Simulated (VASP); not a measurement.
Runs of VASP 6.6.1 on Au. The structure is that of space group P6_3/mmc (No. 194), or close to it. The cells are those of the table. This isn't the form of Au at room conditions, which is fcc.

```csv
cell,gap on the mesh (eV),pressure (GPa)
"a = 2.861, b = 2.861, c = 4.814 Å, angles 90.0, 90.0, 120.0°, 2 atoms",none,-4.3
"a = 2.919, b = 2.919, c = 4.912 Å, angles 90.0, 90.0, 120.0°, 2 atoms",none,(b)
"a = 2.900, b = 2.900, c = 4.929 Å, angles 90.0, 90.0, 120.0°, 2 atoms",none,-11.4
"a = 2.813, b = 2.813, c = 4.880 Å, angles 90.0, 90.0, 120.0°, 2 atoms",none,-0.4
"a = 2.900, b = 2.900, c = 4.978 Å, angles 90.0, 90.0, 120.0°, 2 atoms",none,(a)
```

Alike in all rows: task electric field gradients; level PBEsol; potentials or basis VASP PAW PBE potentials, release 64 (Au_sv_GW); no spin polarisation; k mesh 14 × 14 × 8; cutoff (eV) 400; smearing fermi-dirac 0.03 eV.

Problem. Estimate the missing entries.

Solution. (a) -12.4; (b) -12.6.

Caveats: the PAW data sets were made with another functional, which shifts forces and pressure a little; spin-orbit coupling is left out, which moves the levels of the heavy elements; the cell stands under tension (at least some runs).

A k mesh can miss the band edges, and the runs leave out spin-orbit coupling on Au.

A gap of «none» marks levels without a gap at the run's occupations.
